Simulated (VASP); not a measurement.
A run of VASP 6.6.1:

INCAR

```
PREC = Accurate ; ENCUT = 600
EDIFF = 1E-7 ; ISMEAR = -1
SIGMA = 0.05 ; LREAL = F
LASPH = T ; NELM = 100
ALGO = Normal ; ISIF = 8
LWAVE = F ; LCHARG = F
GGA = PS ; IBRION = 2
NSW = 80 ; EDIFFG = -0.03
```

File KPOINTS:

```
Automatic mesh
0
Gamma
  9 9 4
```

POSCAR

```
Cd
1.0
    2.9788700000      0.0000000000      0.0000000000
   -1.4894350000      2.5797770000      0.0000000000
    0.0000000000      0.0000000000      5.6176500000
Cd
2
Direct
    0.3333333333      0.6666666667      0.2500000000
    0.6666666667      0.3333333333      0.7500000000
```

Potentials or basis: VASP PAW PBE potentials, release 64 (Cd).

Command:

```console
$ cat potpaw_PBE.64/Cd/POTCAR > POTCAR
$ mpirun -np 1 vasp_std > vasp.out
```

Hardware: 1 thread of Intel(R) Xeon(R) 6975P-C (Granite Rapids), with other jobs on the host.

Q: Estimate the wall time of this run.

A: Wall time 16 s on 1 thread of Intel(R) Xeon(R) 6975P-C (Granite Rapids), on a shared host, peak memory 0.18 GiB. Counts: scf iterations 19, k points 36, ion steps 2.
